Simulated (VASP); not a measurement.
A run of VASP 6.6.1 is set up as follows.

Contents of INCAR:

```
PREC = Accurate ; ENCUT = 500
EDIFF = 1E-6 ; ISMEAR = 0
SIGMA = 0.01 ; LREAL = False
LASPH = True ; NELM = 120
ALGO = Normal ; ISIF = 2
LWAVE = False ; LCHARG = False
NBANDS = 15 ; GGA_COMPAT = False
```

File KPOINTS:

```
Automatic mesh
0
Gamma
  4 4 4
```

The input POSCAR:

```
KBr
1.0
    4.0434990000      0.0000000000      0.0000000000
    0.0000000000      4.0434990000      0.0000000000
    0.0000000000      0.0000000000      4.0434990000
K Br
1 1
Direct
    0.0000000000      0.0000000000      0.0000000000
    0.5000000000      0.5000000000      0.5000000000
```

Potentials or basis: VASP PAW LDA potentials, release 64 (K_sv, Br).

The run is started by

```sh
$ cat potpaw_LDA.64/K_sv/POTCAR potpaw_LDA.64/Br/POTCAR > POTCAR
$ mpirun -np 1 vasp_std > vasp.out
```

**Question.** Estimate the band gap on the k mesh.

**Answer.** 3.48 eV (least direct gap 3.75 eV).

**Question.** Estimate the pressure.

**Answer.** -2.6 GPa.

A k mesh can miss the band edges.
